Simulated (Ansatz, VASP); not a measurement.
**One calculation of Ni, two programs**

INCAR

```
SYSTEM = Ni
PREC = Accurate ; ENCUT = 520
EDIFF = 1E-7 ; ISMEAR = -1
SIGMA = 0.05 ; LREAL = .False.
LASPH = .True. ; NELM = 150
ALGO = Normal ; ISIF = 2
LWAVE = .False. ; LCHARG = .False.
ISPIN = 2 ; MAGMOM = 1 1 1 1 1
LORBIT = 11 ; LMAXMIX = 4
LDIPOL = .True. ; IDIPOL = 3
DIPOL = 0.5 0.5 0.500 ; GGA = PE
NBANDS = 37
```

File KPOINTS:

```
regular mesh
0
Gamma
  15 10 1
  0 0 0
```

File POSCAR:

```
Ni
1.0
    2.4880369585      0.0000000000      0.0000000000
    0.0000000000      3.5186156104      0.0000000000
    0.0000000000      0.0000000000     20.9761000000
Ni
5
Direct
    0.0000000000      0.0000000000      0.3813870569
    0.5000000000      0.5000000000      0.4406935283
    0.0000000000      0.0000000000      0.5000000000
    0.5000000000      0.5000000000      0.5593064717
    0.0000000000      0.0000000000      0.6186129431
```

Input for Ansatz:

```yaml
crystal:
  lattice:
    - [2.4880369585, 0.0, 0.0]
    - [0.0, 3.5186156104, 0.0]
    - [0.0, 0.0, 20.9761]
  atoms:
    - { symbol: Ni, position: [0.0, 0.0, 0.3813870569], spin: 1.0 }
    - { symbol: Ni, position: [0.5, 0.5, 0.4406935283], spin: 1.0 }
    - { symbol: Ni, position: [0.0, 0.0, 0.5], spin: 1.0 }
    - { symbol: Ni, position: [0.5, 0.5, 0.5593064717], spin: 1.0 }
    - { symbol: Ni, position: [0.0, 0.0, 0.6186129431], spin: 1.0 }
magnetization:
  spin_polarized: true
kpoints:
  mp_grid: { grid: [15, 10, 1] }
scf:
  occupations: { method: fermi_dirac, width: 0.05 }
hamiltonian:
  xc: pbe
  pseudopotentials: { kind: paw }
output:
  forces: true
  stress: true
  eigenvalues: true
  populations: true
efield:
  axis: 3
  amplitude: 0
  dipole_correction: true
```

Alike in both runs: task single point; functional PBE; k mesh 15 × 10 × 1; occupations fermi-dirac, width 0.05 eV; collinear spin.

|  | VASP | Ansatz |
| --- | --- | --- |
| version | VASP 6.6.1 | Ansatz 0.2.0 |
| potentials or method | VASP PAW PBE potentials, release 64 (Ni) | PAW with Ansatz's default frozen-core files, scalar-relativistic |
| plane-wave cutoff (eV) | 520 | 420 |
| valence electrons in the cell | 50 | 90 |

|  | VASP | Ansatz | Ansatz less VASP |
| --- | --- | --- | --- |
| rms of the force components (eV/Å) | 0.328 | 0.334 | +0.0060 |
| net moment per atom (μB) | 0.72 | 0.73 | +0.011 |
| size of the moment on the site where the two differ most (μB) | 0.71 | 0.75 | +0.040 |

Site moments also hang on the region over which each program counts them. Atom by atom the forces differ by 0.006 eV/Å (rms over components). VASP's potentials hold 50 valence electrons a cell and Ansatz's 90, so a difference there can come from the potentials and not from the codes.
